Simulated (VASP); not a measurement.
# HfN (Fm-3m) in VASP: further runs

HfN is run at these levels: PBE; tasks: single point.

Program: VASP 6.6.1. These are calculated values, not measurements. Logs are shortened: lines on timing, memory, paths and dates and some standing lists are left out, and cuts for length are marked.

## Step 1: The cell of the first run

It takes space group Fm-3m (No. 225, cubic). The conventional cell has a = 4.548 Å, b = 4.548 Å, c = 4.548 Å, α = 90.00°, β = 90.00°, γ = 90.00°. Within 3.0 Å of Hf (site symmetry m-3m) lie 6 N at 2.27 Å. N (site symmetry m-3m) has 6 Hf at 2.27 Å within 3.0 Å.

## Step 2: Single point, PBE

INCAR

```
SYSTEM = HfN
ALGO = Normal
EDIFF = 1E-6
ENCUT = 520
GGA = PE
ISIF = 2
ISMEAR = 0
LASPH = .TRUE.
LCHARG = .TRUE.
LELF = .TRUE.
LREAL = .FALSE.
LVHAR = .TRUE.
LWAVE = .FALSE.
NBANDS = 14
NELM = 60
PREC = Accurate
SIGMA = 0.15
```

KPOINTS

```
k-points
0
G
  22 22 22
  0 0 0
```

POSCAR

```
HfN
1.0
    0.0000000000      2.2738965586      2.2738965586
    2.2738965586      0.0000000000      2.2738965586
    2.2738965586      2.2738965586      0.0000000000
Hf N
1 1
Direct
    0.0000000000      0.0000000000      0.0000000000
    0.5000000000      0.5000000000      0.5000000000
```

Potentials or basis: VASP PAW PBE potentials, release 64 (Hf_pv, N).

Started as:

```
cat potpaw_PBE.64/Hf_pv/POTCAR potpaw_PBE.64/N/POTCAR > POTCAR
mpirun -np 1 vasp_std > vasp.out
```

OUTCAR:

```text
SYSTEM = HfN
   EDIFF = 1E-6
   ENCUT = 520
   GGA = PE
   ISIF = 2
   ISMEAR = 0
   LASPH = .TRUE.
   LREAL = .FALSE.
   NELM = 60
   PREC = Accurate

 ion  position               nearest neighbor table
   1  0.000  0.000  0.000-   2 2.27   2 2.27   2 2.27   2 2.27   2 2.27   2 2.27
   2  0.500  0.500  0.500-   1 2.27   1 2.27   1 2.27   1 2.27   1 2.27   1 2.27

  LATTYP: Found a face centered cubic cell.
 ALAT       =     4.5477931172

  Lattice vectors:

 A1 = (   0.0000000000,   2.2738965586,   2.2738965586)
 A2 = (   2.2738965586,   0.0000000000,   2.2738965586)
 A3 = (   2.2738965586,   2.2738965586,   0.0000000000)

Analysis of symmetry for initial positions (statically):
=====================================================================
 Subroutine PRICEL returns:
 Original cell was already a primitive cell.

 Routine SETGRP: Setting up the symmetry group for a
 face centered cubic supercell.

 Subroutine GETGRP returns: Found 48 space group operations
[... 9 lines left out ...]

 Routine SETGRP: Setting up the symmetry group for a
 face centered cubic supercell.

 Subroutine GETGRP returns: Found 48 space group operations
[... 11 lines left out ...]
                                     Primitive cell

  volume of cell :      23.5148

  direct lattice vectors                    reciprocal lattice vectors
     0.000000000  2.273896559  2.273896559    -0.219886871  0.219886871  0.219886871
     2.273896559  0.000000000  2.273896559     0.219886871 -0.219886871  0.219886871
     2.273896559  2.273896559  0.000000000     0.219886871  0.219886871 -0.219886871

  length of vectors
     3.215775353  3.215775353  3.215775353     0.380855233  0.380855233  0.380855233

  position of ions in fractional coordinates (direct lattice)
     0.000000000  0.000000000  0.000000000
     0.500000000  0.500000000  0.500000000

  ion indices of the primitive-cell ions
   primitive index   ion index
                 1           1
                 2           2

----------------------------------------------------------------------------------------

 KPOINTS: k-points

Automatic generation of k-mesh.
 Grid dimensions read from file:
 generate k-points for:   22   22   22

 Generating k-lattice:

  Cartesian coordinates                     Fractional coordinates (reciprocal lattice)
    -0.009994858  0.009994858  0.009994858     0.045454545  0.000000000  0.000000000
     0.009994858 -0.009994858  0.009994858     0.000000000  0.045454545  0.000000000
     0.009994858  0.009994858 -0.009994858     0.000000000  0.000000000  0.045454545

  Length of vectors
     0.017311602  0.017311602  0.017311602

  Shift w.r.t. Gamma in fractional coordinates (k-lattice)
     0.000000000  0.000000000  0.000000000

 Subroutine IBZKPT returns following result:
 ===========================================

 Found    328 irreducible k-points:

 Following reciprocal coordinates:
            Coordinates               Weight
  0.000000  0.000000  0.000000      1.000000
  0.045455  0.000000  0.000000      8.000000
  0.090909  0.000000  0.000000      8.000000
  0.136364  0.000000  0.000000      8.000000
  0.181818  0.000000  0.000000      8.000000
  0.227273  0.000000  0.000000      8.000000
[... 16 lines left out ...]
  0.500000  0.045455  0.000000     24.000000
 -0.454545  0.045455  0.000000     24.000000
 [... further k-points ...]
   k-points           NKPTS =    328   k-points in BZ     NKDIM =    328   number of bands    NBANDS=     14
   number of dos      NEDOS =    301   number of ions     NIONS =      2
   total plane-waves  NPLWV =  13824
   dimension x,y,z NGX =    24 NGY =   24 NGZ =   24
   dimension x,y,z NGXF=    48 NGYF=   48 NGZF=   48
   ions per type =               1   1
   NGX,Y,Z   is equivalent  to a cutoff of  12.41, 12.41, 12.41 a.u.
   NGXF,Y,Z  is equivalent  to a cutoff of  24.81, 24.81, 24.81 a.u.
 SYSTEM =  HfN
   PREC   = accura    normal or accurate (medium, high low for compatibility)
   ISTART =      0    job   : 0-new  1-cont  2-samecut
   ICHARG =      2    charge: 1-file 2-atom 10-const
   ISPIN  =      1    spin polarized calculation?
   LNONCOLLINEAR =      F non collinear calculations
   LSORBIT =      F    spin-orbit coupling
   LASPH  =      T    aspherical Exc in radial PAW
   ENCUT  =  520.0 eV  38.22 Ry    6.18 a.u.   5.98  5.98  5.98*2*pi/ulx,y,z
   NELM   =     60;   NELMIN=  2; NELMDL= -5     # of ELM steps
   EDIFF  = 0.1E-05   stopping-criterion for ELM
   LREAL  =      F    real-space projection
   EDIFFG = 0.1E-04   stopping-criterion for IOM
   NSW    =      0    number of steps for IOM
   IBRION =     -1    ionic relax: 0-MD 1-quasi-New 2-CG
   NFREE  =      0    steps in history (QN), initial steepest desc. (CG)
   ISIF   =      2    stress and relaxation
   ISYM   =      2    0-nonsym 1-usesym 2-fastsym
   POTIM  = 0.5000    time-step for ionic-motion
   TEBEG  =    0.0;   TEEND  =   0.0 temperature during run
   PSTRESS=    0.0 pullay stress
   NELECT =      15.0000    total number of electrons
   NUPDOWN=      -1.0000    fix difference up-down
   EMIN   =  10.00;   EMAX   =-10.00  energy-range for DOS
   EFERMI =   0.00;   METHOD = LEGACY
   ISMEAR =     0;   SIGMA  =   0.15  broadening in eV -4-tet -1-fermi 0-gaus
   EFERMI_NEDOS =   21; number of points for ismear=-14 and -15
   IALGO  =     38    algorithm
   IMIX   =      4    mixing-type and parameters
     AMIX     =   0.40;   BMIX     =  1.00
     AMIX_MAG =   1.60;   BMIX_MAG =  1.00
  volume/ion in A,a.u.               =      11.76        79.34
  Fermi-wavevector in a.u.,A,eV,Ry     =   1.409260  2.663116 27.021369  1.986015
  Thomas-Fermi vector in A             =   2.531334
   LORBIT       =      0    0 simple, 1 ext, 2 COOP (PROOUT), +10 PAW based schemes
   GGA     = PE    functional components
   LHFCALC =     F    Hartree Fock is set to
   AEXX    =    0.0000 exact exchange contribution
   IVDW    =     0    specifies the selected vdW correction
   LEPSILON=     F    determine dielectric tensor
   LRPA    =     F    only Hartree local field effects (RPA)
 non-spin polarized calculation
 Gauss-broadening in eV      SIGMA  =   0.15
  energy-cutoff  :      520.00
  volume of cell :       23.51
 maximum number of plane-waves:       645
   NGX = 11   NGY = 11   NGZ = 11

 number of electron      15.0000000 magnetization

 Free energy of the ion-electron system (eV)
  ---------------------------------------------------
  ext. energy  EPLUGINS =         0.00000000
  ---------------------------------------------------
  free energy    TOTEN  =       -21.75980553 eV

  energy without entropy =      -21.75297042  energy(sigma->0) =      -21.75638797

 E-fermi :   8.2164     XC(G=0): -12.6291

 val. band max:        8.2084431521   @ k =  -0.1818   0.3182   0.1364
 cond. band min:       8.2165555169   @ k =  -0.0455   0.0455   0.0000
 fundamental gap:      0.0081123648
 Fermi energy:         8.2164312116

 k-point     1 :       0.0000    0.0000    0.0000
  band No.  band energies     occupation
      1     -23.0198      2.00000
      2     -23.0198      2.00000
      3     -23.0198      2.00000
      4      -9.1842      2.00000
      5       5.2041      2.00000
      6       5.2041      2.00000
      7       5.2041      2.00000
      8       7.8742      1.99875
      9       7.8742      1.99875
     10       7.8742      1.99875
     11       9.8194      0.00000
     12      10.1312      0.00000
     13      10.1312      0.00000
     14      17.7268      0.00000

 k-point     2 :       0.0455    0.0000    0.0000
  band No.  band energies     occupation
      1     -23.0396      2.00000
      2     -23.0215      2.00000
      3     -23.0215      2.00000
      4      -9.1383      2.00000
      5       4.9807      2.00000
      6       5.0792      2.00000
      7       5.0792      2.00000
      8       7.9369      1.99160
      9       7.9453      1.98942
     10       7.9453      1.98942
     11       9.9792      0.00000
     12      10.2906      0.00000
     13      10.2906      0.00000
     14      17.8870      0.00000

 k-point     3 :       0.0909    0.0000    0.0000
  band No.  band energies     occupation
      1     -23.0969      2.00000
      2     -23.0264      2.00000
      3     -23.0264      2.00000
      4      -9.0034      2.00000
      5       4.4259      2.00000
      6       4.7574      2.00000
      7       4.7574      2.00000
      8       8.0615      1.85583
      9       8.1403      1.52694
     10       8.1403      1.52694
     11      10.4160      0.00000
     12      10.7314      0.00000
     13      10.7314      0.00000
     14      18.3486      0.00000

 k-point     4 :       0.1364    0.0000    0.0000
  band No.  band energies     occupation
      1     -23.1857      2.00000
      2     -23.0340      2.00000
      3     -23.0340      2.00000
      4      -8.7882      2.00000
      5       3.7137      2.00000
      6       4.3358      2.00000
      7       4.3358      2.00000
      8       8.1992      1.12922
      9       8.4336      0.04057
     10       8.4336      0.04057
     11      11.0260      0.00000
     12      11.3730      0.00000
     13      11.3730      0.00000
     14      19.0549      0.00000

 k-point     5 :       0.1818    0.0000    0.0000
  band No.  band energies     occupation
      1     -23.2973      2.00000
      2     -23.0438      2.00000
      3     -23.0438      2.00000
      4      -8.5068      2.00000
      5       2.9495      2.00000
      6       3.8880      2.00000
      7       3.8880      2.00000
      8       8.3695      0.14897
      9       8.8124      0.00000
     10       8.8124      0.00000
     11      11.7058      0.00000
[... 276 lines left out ...]
 k-point    22 :       0.4545    0.0455    0.0000
  band No.  band energies     occupation
      1     -23.8722      2.00000
      2     -23.1062      2.00000
      3     -23.1057      2.00000
      4      -6.7174      2.00000
      5      -0.3382      2.00000
      6       2.1795      2.00000
      7       2.2567      2.00000
      8      10.5892      0.00000
      9      11.5742      0.00000
     10      11.7588      0.00000
     11      13.1290      0.00000
     12      16.2295      0.00000
     13      16.6506      0.00000
     14      19.8312      0.00000

 k-point    23 :       0.5000    0.0455    0.0000
  band No.  band energies     occupation
      1     -23.8989      2.00000
      2     -23.1120      2.00000
      3     -23.1055      2.00000
      4      -6.6098      2.00000
      5      -0.4941      2.00000
      6       2.1424      2.00000
      7       2.1631      2.00000
      8      11.1804      0.00000
      9      11.5582      0.00000
     10      11.8419      0.00000
     11      12.9476      0.00000
     12      16.6911      0.00000
     13      16.8018      0.00000
     14      19.7465      0.00000

 k-point    24 :      -0.4545    0.0455    0.0000
  band No.  band energies     occupation
      1     -23.8935      2.00000
      2     -23.1151      2.00000
      3     -23.1013      2.00000
      4      -6.6307      2.00000
      5      -0.4642      2.00000
      6       2.1464      2.00000
      7       2.1840      2.00000
      8      11.1030      0.00000
      9      11.6184      0.00000
     10      11.6810      0.00000
     11      13.0285      0.00000
     12      16.5614      0.00000
     13      16.8010      0.00000
     14      19.7748      0.00000

 [... further k-points ...]
[... 5 lines left out ...]
  --------------------------------------------------------------------------------------
  -------------------------------------------------------------------------------------
  Total       -0.3423123     -0.3423123     -0.3423123      0.0000000     -0.0000000      0.0000000
  in kB      -23.3233557    -23.3233557    -23.3233557      0.0000000     -0.0000000      0.0000000
  external PRESSURE =     -23.3233557 kB  Pullay stress =       0.0000000 kB

 VOLUME and BASIS-vectors are now :
 -----------------------------------------------------------------------------
  energy-cutoff  :      520.00
  volume of cell :       23.51
      direct lattice vectors                 reciprocal lattice vectors
     0.000000000  2.273896559  2.273896559    -0.219886871  0.219886871  0.219886871
     2.273896559  0.000000000  2.273896559     0.219886871 -0.219886871  0.219886871
     2.273896559  2.273896559  0.000000000     0.219886871  0.219886871 -0.219886871

 POSITION                                       TOTAL-FORCE (eV/Angst)
 -----------------------------------------------------------------------------------
      0.00000      0.00000      0.00000         0.000000      0.000000      0.000000
      2.27390      2.27390      2.27390        -0.000000     -0.000000     -0.000000
 -----------------------------------------------------------------------------------
    total drift:                                0.000000     -0.000000     -0.000000

  FREE ENERGIE OF THE ION-ELECTRON SYSTEM (eV)
  ---------------------------------------------------
  free  energy   TOTEN  =       -21.7598055277 eV

  energy  without entropy=      -21.7529704200  energy(sigma->0) =      -21.75638797
```

Run time: 2.4 min. Hardware: 1 thread of Intel Xeon 8259CL, shared host; peak memory 0.23 GiB.

What came out:

```yaml
Free_energy: -21.7598 eV
Pressure: -2.3 GPa
```

Caveat: spin-orbit coupling is left out, which moves the levels of the heavy elements.

## Step 3: Single point, PBE

This run uses another cell than the first one, of 11.51 Å³/atom, 0.979 times its volume.

INCAR

```
SYSTEM = HfN
  PREC = Accurate
  ENCUT = 600
  EDIFF = 1E-6
  ISMEAR = -1
  SIGMA = 0.15
  LREAL = .FALSE.
  LASPH = .TRUE.
  NELM = 120
  ALGO = Normal
  ISIF = 2
  LWAVE = .FALSE.
  LCHARG = .FALSE.
  GGA = PE
  NBANDS = 14
  GGA_COMPAT = .FALSE.
```

KPOINTS

```
Automatic mesh
0
G
  16 16 16
  0 0 0
```

POSCAR

```
HfN
1.0
    0.0000000000      2.2578754513      2.2578754513
    2.2578754513      0.0000000000      2.2578754513
    2.2578754513      2.2578754513      0.0000000000
Hf N
1 1
Direct
    0.0000000000      0.0000000000      0.0000000000
    0.5000000000      0.5000000000      0.5000000000
```

Potentials or basis: VASP PAW PBE potentials, release 64 (Hf_pv, N).

Started as:

```
cat potpaw_PBE.64/Hf_pv/POTCAR potpaw_PBE.64/N/POTCAR > POTCAR
mpirun -np 1 vasp_std > vasp.out
```

Wall time 1.7 min (1 thread of Intel Xeon 8259CL, shared host); peak memory 0.21 GiB.

The run converged. Its results:

| Quantity | Value |
| --- | --- |
| Free energy | -21.7788 eV |
| Pressure | 3.5 GPa |

Levels at points of the mesh, in eV from the Fermi level:
```tsv
k point	band 6	band 7	band 8	band 9	band 10	band 11
(0.00, 0.00, 0.00)	-3.04	-3.04	-0.35	-0.35	-0.35	1.81
(0.50, 0.00, 0.00)	-6.20	-6.20	3.28	3.71	3.71	4.43
(0.50, 0.50, 0.00)	-3.82	-3.70	-3.70	4.10	5.53	5.53
```

Caveat: spin-orbit coupling is left out, which moves the levels of the heavy elements.
